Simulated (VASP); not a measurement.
# Al12O in VASP: single point with LDA

Aim: the single point of Al12O with LDA.

Program: VASP 6.6.1. These are calculated values, not measurements. Logs are shortened: lines on timing, memory, paths and dates and some standing lists are left out, and cuts for length are marked.

## Step 1: The cell of the first run

The cell holds a slab with vacuum, 13 atoms: a = 5.634 Å, b = 5.634 Å, c = 19.604 Å, α = 90.00°, β = 90.00°, γ = 90.00°.

## Step 2: Single point, LDA

INCAR

```
SYSTEM = Al12O
  ALGO = Normal
  DIPOL = 0.5 0.5 0.322
  EDIFF = 1E-7
  ENCUT = 520
  GGA = CA
  IDIPOL = 3
  ISIF = 2
  ISMEAR = 0
  LASPH = .True.
  LCHARG = .True.
  LDIPOL = .True.
  LELF = .True.
  LREAL = .False.
  LVACPOTAV = .True.
  LVHAR = .True.
  LWAVE = .False.
  NBANDS = 33
  NELM = 100
  PREC = Accurate
  SIGMA = 0.1
```

KPOINTS

```
k-points
0
Gamma
  5 5 1
  0 0 0
```

POSCAR

```
Al12O
1.0
    5.6336864732      0.0000000000      0.0000000000
    0.0000000000      5.6336864732      0.0000000000
    0.0000000000      0.0000000000     19.6042971194
Al O
12 1
Direct
    0.2500000000      0.2500000000      0.2040368994
    0.2500000000      0.7500000000      0.2040368994
    0.7500000000      0.2500000000      0.2040368994
    0.7500000000      0.7500000000      0.2040368994
    0.0000000000      0.0000000000      0.3086956408
    0.0000000000      0.5000000000      0.3086956408
    0.5000000000      0.0000000000      0.3086956408
    0.5000000000      0.5000000000      0.3086956408
    0.2500000000      0.2500000000      0.4133939141
    0.2500000000      0.7500000000      0.4133939141
    0.7500000000      0.2500000000      0.4133939141
    0.7500000000      0.7500000000      0.4133939141
    0.3333333333      0.4166666667      0.4775496362
```

Potentials or basis: VASP PAW LDA potentials, release 64 (Al, O).

Command:

```sh
cat potpaw_LDA.64/Al/POTCAR potpaw_LDA.64/O/POTCAR > POTCAR
mpirun -np 1 vasp_std > vasp.out
```

OUTCAR:

```text
SYSTEM = Al12O
   EDIFF = 1E-7
   ENCUT = 520
   GGA = CA
   ISIF = 2
   ISMEAR = 0
   LASPH = .True.
   LREAL = .False.
   NELM = 100
   PREC = Accurate

 ion  position               nearest neighbor table
   1  0.250  0.250  0.204-   2 2.82   3 2.82   2 2.82   3 2.82   7 2.86   8 2.86   5 2.86   6 2.86

   2  0.250  0.750  0.204-   1 2.82   4 2.82   1 2.82   4 2.82   7 2.86   8 2.86   5 2.86   6 2.86

   3  0.750  0.250  0.204-   1 2.82   4 2.82   4 2.82   1 2.82   7 2.86   8 2.86   5 2.86   6 2.86

   4  0.750  0.750  0.204-   2 2.82   3 2.82   3 2.82   2 2.82   7 2.86   8 2.86   5 2.86   6 2.86

   5  0.000  0.000  0.309-   6 2.82   7 2.82   6 2.82   7 2.82   1 2.86   2 2.86   3 2.86   4 2.86
                            11 2.86  12 2.86   9 2.86  10 2.86
   6  0.000  0.500  0.309-   5 2.82   8 2.82   5 2.82   8 2.82   1 2.86   2 2.86   3 2.86   4 2.86
                            11 2.86  12 2.86   9 2.86  10 2.86
   7  0.500  0.000  0.309-   5 2.82   8 2.82   8 2.82   5 2.82   1 2.86   2 2.86   3 2.86   4 2.86
                            11 2.86  12 2.86   9 2.86  10 2.86
   8  0.500  0.500  0.309-   6 2.82   7 2.82   7 2.82   6 2.82   1 2.86   2 2.86   3 2.86   4 2.86
                            11 2.86  12 2.86   9 2.86  10 2.86
   9  0.250  0.250  0.413-  13 1.64  11 2.82  10 2.82  10 2.82  11 2.82   6 2.86   7 2.86   8 2.86
                             5 2.86
  10  0.250  0.750  0.413-  13 2.31  12 2.82   9 2.82   9 2.82  12 2.82   6 2.86   7 2.86   8 2.86
                             5 2.86
  11  0.750  0.250  0.413-   9 2.82  12 2.82  12 2.82   9 2.82   5 2.86   6 2.86   7 2.86   8 2.86

  12  0.750  0.750  0.413-  10 2.82  11 2.82  11 2.82  10 2.82   5 2.86   6 2.86   7 2.86   8 2.86

  13  0.333  0.417  0.478-   9 1.64  10 2.31

  LATTYP: Found a simple tetragonal cell.
 ALAT       =     5.6336864732
 C/A-ratio  =     3.4798346008

  Lattice vectors:

 A1 = (   5.6336864732,   0.0000000000,   0.0000000000)
 A2 = (   0.0000000000,   5.6336864732,   0.0000000000)
 A3 = (   0.0000000000,   0.0000000000,  19.6042971194)

Analysis of symmetry for initial positions (statically):
=====================================================================
 Subroutine PRICEL returns:
 Original cell was already a primitive cell.

 Routine SETGRP: Setting up the symmetry group for a
 simple tetragonal supercell.

 Subroutine GETGRP returns: Found  1 space group operations
 (whereof  1 operations were pure point group operations)
 out of a pool of 16 trial point group operations.

The static configuration has the point symmetry C_1 .

Analysis of symmetry for dynamics (positions and initial velocities):
=====================================================================
 Subroutine PRICEL returns:
 Original cell was already a primitive cell.

 Routine SETGRP: Setting up the symmetry group for a
 simple tetragonal supercell.

 Subroutine GETGRP returns: Found  1 space group operations
 (whereof  1 operations were pure point group operations)
 out of a pool of 16 trial point group operations.

The dynamic configuration has the point symmetry C_1 .

 Subroutine INISYM returns: Found  1 space group operations
 (whereof  1 operations are pure point group operations),
 and found     1 'primitive' translations

----------------------------------------------------------------------------------------

                                     Primitive cell

  volume of cell :     622.2095

  direct lattice vectors                    reciprocal lattice vectors
     5.633686473  0.000000000  0.000000000     0.177503666  0.000000000  0.000000000
     0.000000000  5.633686473  0.000000000     0.000000000  0.177503666  0.000000000
     0.000000000  0.000000000 19.604297119     0.000000000  0.000000000  0.051009225

  length of vectors
     5.633686473  5.633686473 19.604297119     0.177503666  0.177503666  0.051009225

  position of ions in fractional coordinates (direct lattice)
     0.250000000  0.250000000  0.204036899
     0.250000000  0.750000000  0.204036899
     0.750000000  0.250000000  0.204036899
     0.750000000  0.750000000  0.204036899
     0.000000000  0.000000000  0.308695641
     0.000000000  0.500000000  0.308695641
     0.500000000  0.000000000  0.308695641
     0.500000000  0.500000000  0.308695641
     0.250000000  0.250000000  0.413393914
     0.250000000  0.750000000  0.413393914
     0.750000000  0.250000000  0.413393914
     0.750000000  0.750000000  0.413393914
     0.333333333  0.416666667  0.477549636

  ion indices of the primitive-cell ions
   primitive index   ion index
                 1           1
                 2           2
                 3           3
                 4           4
                 5           5
                 6           6
                 7           7
                 8           8
                 9           9
                10          10
                11          11
                12          12
                13          13

----------------------------------------------------------------------------------------

 KPOINTS: k-points

Automatic generation of k-mesh.
 Grid dimensions read from file:
 generate k-points for:    5    5    1

 Generating k-lattice:

  Cartesian coordinates                     Fractional coordinates (reciprocal lattice)
     0.035500733  0.000000000  0.000000000     0.200000000  0.000000000  0.000000000
     0.000000000  0.035500733  0.000000000     0.000000000  0.200000000  0.000000000
     0.000000000  0.000000000  0.051009225     0.000000000  0.000000000  1.000000000

  Length of vectors
     0.035500733  0.035500733  0.051009225

  Shift w.r.t. Gamma in fractional coordinates (k-lattice)
     0.000000000  0.000000000  0.000000000

 Subroutine IBZKPT returns following result:
 ===========================================

 Found     13 irreducible k-points:

 Following reciprocal coordinates:
            Coordinates               Weight
  0.000000  0.000000  0.000000      1.000000
  0.200000  0.000000  0.000000      2.000000
  0.000000  0.200000  0.000000      2.000000
  0.400000  0.000000  0.000000      2.000000
  0.000000  0.400000  0.000000      2.000000
  0.200000  0.200000  0.000000      2.000000
 -0.200000  0.200000  0.000000      2.000000
  0.400000  0.200000  0.000000      2.000000
 -0.200000  0.400000  0.000000      2.000000
 -0.400000  0.200000  0.000000      2.000000
  0.200000  0.400000  0.000000      2.000000
  0.400000  0.400000  0.000000      2.000000
 -0.400000  0.400000  0.000000      2.000000
   k-points           NKPTS =     13   k-points in BZ     NKDIM =     13   number of bands    NBANDS=     33
   number of dos      NEDOS =    301   number of ions     NIONS =     13
   total plane-waves  NPLWV = 264600
   dimension x,y,z NGX =    42 NGY =   42 NGZ =  150
   dimension x,y,z NGXF=    84 NGYF=   84 NGZF=  300
   ions per type =              12   1
   NGX,Y,Z   is equivalent  to a cutoff of  12.39, 12.39, 12.72 a.u.
   NGXF,Y,Z  is equivalent  to a cutoff of  24.79, 24.79, 25.44 a.u.
 SYSTEM =  Al12O
   PREC   = accura    normal or accurate (medium, high low for compatibility)
   ISTART =      0    job   : 0-new  1-cont  2-samecut
   ICHARG =      2    charge: 1-file 2-atom 10-const
   ISPIN  =      1    spin polarized calculation?
   LNONCOLLINEAR =      F non collinear calculations
   LSORBIT =      F    spin-orbit coupling
   LASPH  =      T    aspherical Exc in radial PAW
   ENCUT  =  520.0 eV  38.22 Ry    6.18 a.u.  10.47 10.47 36.45*2*pi/ulx,y,z
   NELM   =    100;   NELMIN=  2; NELMDL= -5     # of ELM steps
   EDIFF  = 0.1E-06   stopping-criterion for ELM
   LREAL  =      F    real-space projection
   EDIFFG = 0.1E-05   stopping-criterion for IOM
   NSW    =      0    number of steps for IOM
   IBRION =     -1    ionic relax: 0-MD 1-quasi-New 2-CG
   NFREE  =      0    steps in history (QN), initial steepest desc. (CG)
   ISIF   =      2    stress and relaxation
   ISYM   =      2    0-nonsym 1-usesym 2-fastsym
   POTIM  = 0.5000    time-step for ionic-motion
   TEBEG  =    0.0;   TEEND  =   0.0 temperature during run
   PSTRESS=    0.0 pullay stress
   NELECT =      42.0000    total number of electrons
   NUPDOWN=      -1.0000    fix difference up-down
   EMIN   =  10.00;   EMAX   =-10.00  energy-range for DOS
   EFERMI =   0.00;   METHOD = LEGACY
   ISMEAR =     0;   SIGMA  =   0.10  broadening in eV -4-tet -1-fermi 0-gaus
   EFERMI_NEDOS =   21; number of points for ismear=-14 and -15
   IALGO  =     38    algorithm
   IMIX   =      4    mixing-type and parameters
     AMIX     =   0.40;   BMIX     =  1.00
     AMIX_MAG =   1.60;   BMIX_MAG =  1.00
  volume/ion in A,a.u.               =      47.86       322.99
  Fermi-wavevector in a.u.,A,eV,Ry     =   0.666570  1.259635  6.045279  0.444315
  Thomas-Fermi vector in A             =   1.740912
   LORBIT       =      0    0 simple, 1 ext, 2 COOP (PROOUT), +10 PAW based schemes
   GGA     = CA    functional components
   LHFCALC =     F    Hartree Fock is set to
   AEXX    =    0.0000 exact exchange contribution
   IVDW    =     0    specifies the selected vdW correction
   LEPSILON=     F    determine dielectric tensor
   LRPA    =     F    only Hartree local field effects (RPA)
 non-spin polarized calculation
 Gauss-broadening in eV      SIGMA  =   0.10
  energy-cutoff  :      520.00
  volume of cell :      622.21
 maximum number of plane-waves:     16799
 NGX is ok and might be reduce to    42
   NGX = 21   NGY = 21   NGZ = 73

 dipolmoment           0.000000      0.000000     -0.073207 electrons x Angstroem

 number of electron      41.9999995 magnetization

 dipolmoment           0.000000      0.000000      0.195470 electrons x Angstroem

 Free energy of the ion-electron system (eV)
  ---------------------------------------------------
  ext. energy  EPLUGINS =         0.00000000
  ---------------------------------------------------
  free energy    TOTEN  =       -54.07069995 eV

  energy without entropy =      -54.02883242  energy(sigma->0) =      -54.04976619

 E-fermi :  -0.8792     XC(G=0):  -4.3762

 val. band max:       -0.8902006379   @ k =   0.0000   0.0000   0.0000
 cond. band min:      -0.8684777916   @ k =   0.2000   0.0000   0.0000
 fundamental gap:      0.0217228464
 Fermi energy:        -0.8792110731

 k-point     1 :       0.0000    0.0000    0.0000
  band No.  band energies     occupation
      1     -18.2953      2.00000
      2     -11.1886      2.00000
      3      -8.9272      2.00000
      4      -6.8114      2.00000
      5      -6.7483      2.00000
      6      -6.6532      2.00000
[... 25 lines left out ...]
     32       2.2373      0.00000
     33       2.2797      0.00000

 k-point     2 :       0.2000    0.0000    0.0000
  band No.  band energies     occupation
      1     -18.2942      2.00000
      2     -11.0066      2.00000
      3      -8.7617      2.00000
      4      -8.2901      2.00000
      5      -6.6348      2.00000
      6      -6.4595      2.00000
[... 25 lines left out ...]
     32       2.0987      0.00000
     33       2.5559      0.00000
[... 358 lines left out ...]
     32       2.3484      0.00000
     33       2.4611      0.00000

 k-point    13 :      -0.4000    0.4000    0.0000
  band No.  band energies     occupation
      1     -18.2896      2.00000
      2      -9.7404      2.00000
      3      -8.8727      2.00000
      4      -8.8024      2.00000
      5      -7.9559      2.00000
      6      -7.5658      2.00000
[... 25 lines left out ...]
     32       2.3491      0.00000
     33       2.5622      0.00000

------------------------ aborting loop because EDIFF is reached ----------------------------------------

  FORCE on cell =-STRESS in cart. coord.  units (eV):
  Direction    XX          YY          ZZ          XY          YZ          ZX
  --------------------------------------------------------------------------------------
  -------------------------------------------------------------------------------------
  Total       -6.6589827     -9.0949242     -0.4810468      2.0602355      2.6056289      0.2923809
  in kB      -17.1467512    -23.4192533     -1.2386863      5.3050663      6.7094439      0.7528752
  external PRESSURE =     -13.9348969 kB  Pullay stress =       0.0000000 kB

 VOLUME and BASIS-vectors are now :
 -----------------------------------------------------------------------------
  energy-cutoff  :      520.00
  volume of cell :      622.21
      direct lattice vectors                 reciprocal lattice vectors
     5.633686473  0.000000000  0.000000000     0.177503666  0.000000000  0.000000000
     0.000000000  5.633686473  0.000000000     0.000000000  0.177503666  0.000000000
     0.000000000  0.000000000 19.604297119     0.000000000  0.000000000  0.051009225

 POSITION                                       TOTAL-FORCE (eV/Angst)
 -----------------------------------------------------------------------------------
      1.40842      1.40842      4.00000         0.028479      0.024059      0.098427
      1.40842      4.22526      4.00000         0.003151      0.015744      0.072055
      4.22526      1.40842      4.00000        -0.010407      0.029730      0.079422
      4.22526      4.22526      4.00000        -0.011157     -0.046707      0.007251
      0.00000      0.00000      6.05176        -0.090059     -0.006056     -0.109703
      0.00000      2.81684      6.05176         0.090650      0.045543     -0.016594
      2.81684      0.00000      6.05176         0.109793      0.093288      0.042148
      2.81684      2.81684      6.05176         0.023252      0.007614     -0.083454
      1.40842      1.40842      8.10430        -0.829889     -1.511610     -1.338581
      1.40842      4.22526      8.10430         0.250137     -1.241077      1.006268
      4.22526      1.40842      8.10430        -0.195911      0.031280      0.072702
      4.22526      4.22526      8.10430         0.148196      0.182328     -0.029294
      1.87790      2.34737      9.36202         0.483765      2.375864      0.199353
 -----------------------------------------------------------------------------------
    total drift:                               -0.000208     -0.000287     -0.000349

  FREE ENERGIE OF THE ION-ELECTRON SYSTEM (eV)
  ---------------------------------------------------
  free  energy   TOTEN  =       -54.0706999516 eV

  energy  without entropy=      -54.0288324224  energy(sigma->0) =      -54.04976619

 vacuum level on the upper side and lower side of the slab         4.811         3.696
```

It took 7.8 min on 1 thread of Intel Xeon Platinum 8488C (Sapphire Rapids), shared host; peak memory 0.54 GiB.

What came out:

```
Free energy            : -54.0707 eV
Largest force          : 2.433 eV/Å
Band gap on the k mesh : zero (bands 21 and 22 overlap by 0.81 eV)
```

Forces in eV/Å, atoms in the order of the input:
```
Al   0.028  0.024  0.098
Al   0.003  0.016  0.072
Al  -0.010  0.030  0.079
Al  -0.011 -0.047  0.007
Al  -0.090 -0.006 -0.110
Al   0.091  0.046 -0.017
Al   0.110  0.093  0.042
Al   0.023  0.008 -0.083
Al  -0.830 -1.512 -1.339
Al   0.250 -1.241  1.006
Al  -0.196  0.031  0.073
Al   0.148  0.182 -0.029
O    0.484  2.376  0.199
```
